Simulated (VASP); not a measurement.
Au, 4 atoms in the cell. It takes space group P6_3/mmc (No. 194, hexagonal). The conventional cell has a = 2.162 Å, b = 2.162 Å, c = 7.114 Å, α = 90.00°, β = 90.00°, γ = 120.00°. Au (site symmetry -3m) has 12 Au at 2.16 to 2.17 Å within 2.9 Å. Au (site symmetry -6m2) has 12 Au at 2.16 to 2.17 Å within 2.9 Å.  This cell differs from its parent crystal: volume scaled by 0.4.

```yaml
Program: VASP 6.6.1
Task: density of states
Functional: PBE
Potentials_or_basis: VASP PAW PBE potentials, release 64 (Au)
Cutoff: 520 eV
k_mesh: 12 × 12 × 4
Occupations: fermi-dirac, width 0.1 eV
Spin: no spin polarisation
Dipole_correction: no
k_mesh_for_the_DOS: 18 × 18 × 6
Occupations_for_the_DOS: tetrahedron
Further_INCAR_settings: ALGO = Normal; EDIFF = 1e-06; NBANDS = 30
```

Potentials or basis: VASP PAW PBE potentials, release 64 (Au).

Command:

```sh
$ cat potpaw_PBE.64/Au/POTCAR > POTCAR
$ cp INCAR.step1 INCAR
$ cp KPOINTS.step1 KPOINTS
$ mpirun -np 1 vasp_std > vasp.out
$ cp INCAR.step2 INCAR
$ cp KPOINTS.step2 KPOINTS
$ mpirun -np 1 vasp_std > vasp.out
```

Hardware: 1 thread of Intel(R) Xeon(R) Platinum 8259CL CPU @ 2.50GHz (Skylake/Cascade Lake), with other jobs on the host.

How long does it take, and how much memory?

It took 81 s on 1 thread of Intel(R) Xeon(R) Platinum 8259CL CPU @ 2.50GHz (Skylake/Cascade Lake) (shared host), peak memory 0.21 GiB. Counts: k points 148.
